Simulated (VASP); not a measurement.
# RbBiH6 (R-3) in VASP: single point with PBE

Aim: the single point of RbBiH6 with PBE.

Program: VASP 6.6.1. These are calculated values, not measurements. Logs are shortened: lines on timing, memory, paths and dates and some standing lists are left out, and cuts for length are marked.

## Step 1: The cell of the first run

The structure is trigonal, space group R-3 (No. 148). The conventional cell has a = 7.205 Å, b = 7.205 Å, c = 7.370 Å, α = 90.00°, β = 90.00°, γ = 120.00°. Within 2.3 Å of Bi (site symmetry -3) lie 6 H at 1.77 Å. Rb (site symmetry -3) has 12 H at 2.73 to 3.10 Å and 2 Bi at 3.69 Å within 3.7 Å. Within 2.3 Å of H (site symmetry 1) lie 1 Bi at 1.77 Å.

## Step 2: Single point, PBE

POSCAR

```
RbBiH6
1.0
    3.6023760000      2.0798300000      2.4567070000
   -3.6023760000      2.0798300000      2.4567070000
    0.0000000000     -4.1596700000      2.4567070000
Bi Rb H
1 1 6
Direct
    0.0000000000      0.0000000000      0.0000000000
    0.5000000000      0.5000000000      0.5000000000
    0.7160000000      0.7890000000      0.1030000000
    0.1030000000      0.7160000000      0.7890000000
    0.7890000000      0.1030000000      0.7160000000
    0.2840000000      0.2110000000      0.8970000000
    0.8970000000      0.2840000000      0.2110000000
    0.2110000000      0.8970000000      0.2840000000
```

INCAR.step1

```
SYSTEM = RbBiH6
PREC = Accurate
ENCUT = 520
EDIFF = 1E-6
ISMEAR = -1
SIGMA = 0.1
LREAL = .False.
LASPH = .True.
NELM = 60
ALGO = Normal
ISIF = 2
LWAVE = .False.
LCHARG = .True.
GGA = PE
NBANDS = 25
```

KPOINTS.step1

```
Automatic mesh
0
Gamma
  6 6 6
  0 0 0
```

INCAR.step2

```
SYSTEM = RbBiH6
PREC = Accurate
ENCUT = 520
EDIFF = 1E-6
ISMEAR = -5
SIGMA = 0.1
LREAL = .False.
LASPH = .True.
NELM = 60
ALGO = Normal
ISIF = 2
LWAVE = .False.
LCHARG = .False.
GGA = PE
LORBIT = 10
NBANDS = 25
NEDOS = 2001
ICHARG = 11
```

KPOINTS.step2

```
Automatic mesh
0
Gamma
  9 9 9
  0 0 0
```

Potentials or basis: VASP PAW PBE potentials, release 64 (Bi_d, Rb_sv, H).

On the command line:

```
> cat potpaw_PBE.64/Bi_d/POTCAR potpaw_PBE.64/Rb_sv/POTCAR potpaw_PBE.64/H/POTCAR > POTCAR
> cp INCAR.step1 INCAR
> cp KPOINTS.step1 KPOINTS
> mpirun -np 1 vasp_std > vasp.out
> cp INCAR.step2 INCAR
> cp KPOINTS.step2 KPOINTS
> mpirun -np 1 vasp_std > vasp.out
```

OUTCAR:

```text
SYSTEM = RbBiH6
   PREC = Accurate
   ENCUT = 520
   EDIFF = 1E-6
   ISMEAR = -5
   LREAL = .False.
   LASPH = .True.
   NELM = 60
   ISIF = 2
   GGA = PE
   LORBIT = 10
   ICHARG = 11

 ion  position               nearest neighbor table
   1  0.000  0.000  0.000-   3 1.77   6 1.77   4 1.77   7 1.77   5 1.77   8 1.77   2 3.69   2 3.69
                             2 4.34   2 4.34   2 4.34   2 4.34   2 4.34   2 4.34
   2  0.500  0.500  0.500-   5 2.73   8 2.73   6 2.73   3 2.73   7 2.73   4 2.73   5 3.10   8 3.10
                             4 3.10   7 3.10   3 3.10   6 3.10   1 3.69   1 3.69   1 4.34   1 4.34
   3  0.716  0.789  0.103-   1 1.77   2 2.73   2 3.10
   4  0.103  0.716  0.789-   1 1.77   2 2.73   2 3.10
   5  0.789  0.103  0.716-   1 1.77   2 2.73   2 3.10
   6  0.284  0.211  0.897-   1 1.77   2 2.73   2 3.10
   7  0.897  0.284  0.211-   1 1.77   2 2.73   2 3.10
   8  0.211  0.897  0.284-   1 1.77   2 2.73   2 3.10

  LATTYP: Found a trigonal (rhomboedric) cell.
 ALAT       =     4.8309692395
 COS(alpha) =    -0.1120905965

  Lattice vectors:

 A1 = (   3.6023760000,   2.0798300000,   2.4567070000)
 A2 = (  -3.6023760000,   2.0798300000,   2.4567070000)
 A3 = (   0.0000000000,  -4.1596700000,   2.4567070000)

Analysis of symmetry for initial positions (statically):
=====================================================================
 Subroutine PRICEL returns:
 Original cell was already a primitive cell.

 Routine SETGRP: Setting up the symmetry group for a
 trigonal (rhombohedral) supercell.

 Subroutine GETGRP returns: Found  6 space group operations
 (whereof  6 operations were pure point group operations)
 out of a pool of 12 trial point group operations.

The static configuration has the point symmetry S_6 .

Analysis of symmetry for dynamics (positions and initial velocities):
=====================================================================
 Subroutine PRICEL returns:
 Original cell was already a primitive cell.

 Routine SETGRP: Setting up the symmetry group for a
 trigonal (rhombohedral) supercell.

 Subroutine GETGRP returns: Found  6 space group operations
 (whereof  6 operations were pure point group operations)
 out of a pool of 12 trial point group operations.

The dynamic configuration has the point symmetry S_6 .

 Subroutine INISYM returns: Found  6 space group operations
 (whereof  6 operations are pure point group operations),
 and found     1 'primitive' translations
[... 125 lines left out ...]
   EFERMI_NEDOS =   21; number of points for ismear=-14 and -15
   IALGO  =     38    algorithm
   IMIX   =      4    mixing-type and parameters
     AMIX     =   0.40;   BMIX     =  1.00
     AMIX_MAG =   1.60;   BMIX_MAG =  1.00
  volume/ion in A,a.u.               =      13.80        93.16
  Fermi-wavevector in a.u.,A,eV,Ry     =   1.060249  2.003580 15.294688  1.124128
  Thomas-Fermi vector in A             =   2.195623
   LORBIT       =     10    0 simple, 1 ext, 2 COOP (PROOUT), +10 PAW based schemes
   GGA     = PE    functional components
   LHFCALC =     F    Hartree Fock is set to
   AEXX    =    0.0000 exact exchange contribution
   IVDW    =     0    specifies the selected vdW correction
   LEPSILON=     F    determine dielectric tensor
   LRPA    =     F    only Hartree local field effects (RPA)
 non-spin polarized calculation
 Fermi weights with tetrahedron method with Bloechl corrections
  energy-cutoff  :      520.00
  volume of cell :      110.44
 maximum number of plane-waves:      3001

 number of electron      30.0000006 magnetization

 Free energy of the ion-electron system (eV)
  ---------------------------------------------------
  ext. energy  EPLUGINS =         0.00000000
  ---------------------------------------------------
  free energy    TOTEN  =       -20.64857901 eV

  energy without entropy =      -20.64857901  energy(sigma->0) =      -20.64857901

 E-fermi :   1.1175     XC(G=0):  -8.0633

 val. band max:        1.0996814506   @ k =  -0.4444   0.1111  -0.0000
 cond. band min:       1.3938244317   @ k =   0.0000   0.0000   0.0000
 fundamental gap:      0.2941429811
 Fermi energy:         1.1175168005

 k-point     1 :       0.0000    0.0000    0.0000
  band No.  band energies     occupation
      1     -25.0185      2.00000
      2     -21.4705      2.00000
      3     -21.4704      2.00000
      4     -21.2676      2.00000
      5     -21.2316      2.00000
      6     -21.2316      2.00000
[... 661 lines left out ...]
     24       9.6090      0.00000
     25      10.0216      0.00000

 [... further k-points ...]

------------------------ aborting loop because EDIFF is reached ----------------------------------------

  FORCE on cell =-STRESS in cart. coord.  units (eV):
  Direction    XX          YY          ZZ          XY          YZ          ZX
  --------------------------------------------------------------------------------------
  -------------------------------------------------------------------------------------
  Total        6.7300787      6.7300825      7.4150134      0.0000000     -0.0000101      0.0000000
  in kB       97.6356763     97.6357308    107.5722699      0.0000001     -0.0001460      0.0000000
  external PRESSURE =     100.9478923 kB  Pullay stress =       0.0000000 kB

 VOLUME and BASIS-vectors are now :
 -----------------------------------------------------------------------------
  energy-cutoff  :      520.00
  volume of cell :      110.44
      direct lattice vectors                 reciprocal lattice vectors
     3.602376000  2.079830000  2.456707000     0.138797283  0.080134626  0.135683091
    -3.602376000  2.079830000  2.456707000    -0.138797283  0.080134626  0.135683091
     0.000000000 -4.159670000  2.456707000     0.000000000 -0.160269252  0.135682765

 POSITION                                       TOTAL-FORCE (eV/Angst)
 -----------------------------------------------------------------------------------
      0.00000      0.00000      0.00000         0.000000     -0.000000     -0.000000
      0.00000     -0.00001      3.68506         0.000000     -0.000000     -0.000000
     -0.26297      2.70170      3.95038        -0.276507     -1.157240     -1.157084
     -2.20826     -1.57860      3.95038         1.140454      0.339160     -1.157084
      2.47123     -1.12312      3.95038        -0.863947      0.818085     -1.157084
      0.26297     -2.70171      3.41974         0.276507      1.157240      1.157084
      2.20826      1.57859      3.41974        -1.140454     -0.339160      1.157084
     -2.47123      1.12311      3.41974         0.863947     -0.818085      1.157084
 -----------------------------------------------------------------------------------
    total drift:                               -0.000000      0.000000     -0.000000

  FREE ENERGIE OF THE ION-ELECTRON SYSTEM (eV)
  ---------------------------------------------------
  free  energy   TOTEN  =       -20.6485790096 eV

  energy  without entropy=      -20.6485790096  energy(sigma->0) =      -20.64857901

 total charge

# of ion       s       p       d       tot
------------------------------------------
    1        1.315   1.693  10.199  13.207
    2        1.942   5.344   0.035   7.320
    3        0.558   0.010   0.000   0.567
    4        0.558   0.010   0.000   0.567
    5        0.558   0.010   0.000   0.567
    6        0.558   0.010   0.000   0.567
    7        0.558   0.010   0.000   0.567
    8        0.558   0.010   0.000   0.567
--------------------------------------------------
tot          6.602   7.097  10.234  23.932
```

OUTCAR.step1:

```text
SYSTEM = RbBiH6
   PREC = Accurate
   ENCUT = 520
   EDIFF = 1E-6
   ISMEAR = -1
   LREAL = .False.
[... 919 lines left out ...]
      0.26297     -2.70171      3.41974         0.276707      1.162549      1.159079
      2.20826      1.57859      3.41974        -1.145151     -0.341641      1.159079
     -2.47123      1.12311      3.41974         0.868444     -0.820912      1.159079
 -----------------------------------------------------------------------------------
    total drift:                               -0.000000      0.000000      0.000000

  FREE ENERGIE OF THE ION-ELECTRON SYSTEM (eV)
  ---------------------------------------------------
  free  energy   TOTEN  =       -20.6495927239 eV

  energy  without entropy=      -20.6443121034  energy(sigma->0) =      -20.64695241
```

Run time: 3.3 min. Hardware: 1 thread of Intel Xeon Platinum 8259CL at 2.50GHz (Skylake/Cascade Lake), shared host; peak memory 0.44 GiB.

What came out:

```
Valence electrons inside the program's atomic spheres : Bi 13.21; Rb 7.32; H 0.57
```

Caveat: spin-orbit coupling is left out, which moves the levels of the heavy elements.
